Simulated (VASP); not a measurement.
Here is a VASP 6.6.1 calculation.

The input INCAR:

```
SYSTEM = Sn3GeCl
  PREC = Accurate
  ENCUT = 520
  EDIFF = 1E-7
  ISMEAR = 0
  SIGMA = 0.1
  LREAL = .FALSE.
  LASPH = .TRUE.
  NELM = 100
  ALGO = Normal
  ISIF = 2
  LWAVE = .FALSE.
  LCHARG = .FALSE.
  GGA = PE
  NBANDS = 40
```

Contents of KPOINTS:

```
regular mesh
0
G
  8 8 8
  0 0 0
```

The input POSCAR:

```
Sn3GeCl
1.0
    5.3987204876      0.0000000000      0.0000000000
    0.0000000000      5.3987204876      0.0000000000
    0.0000000000      0.0000000000      5.3987204876
Sn Ge Cl
3 1 1
Direct
    0.0000000000      0.5000000000      0.5000000000
    0.5000000000      0.0000000000      0.5000000000
    0.5000000000      0.5000000000      0.0000000000
    0.0000000000      0.0000000000      0.0000000000
    0.5000000000      0.5000000000      0.5000000000
```

Potentials or basis: VASP PAW PBE potentials, release 64 (Sn_d, Ge_d, Cl).

The run is started by

```console
$ cat potpaw_PBE.64/Sn_d/POTCAR potpaw_PBE.64/Ge_d/POTCAR potpaw_PBE.64/Cl/POTCAR > POTCAR
$ mpirun -np 1 vasp_std > vasp.out
```

Problem. What does it give for the pressure?

Solution. 0.0 GPa.

Caveat: an odd number of electrons without spin polarisation forces a metal; a magnetic or distorted state may lie lower.
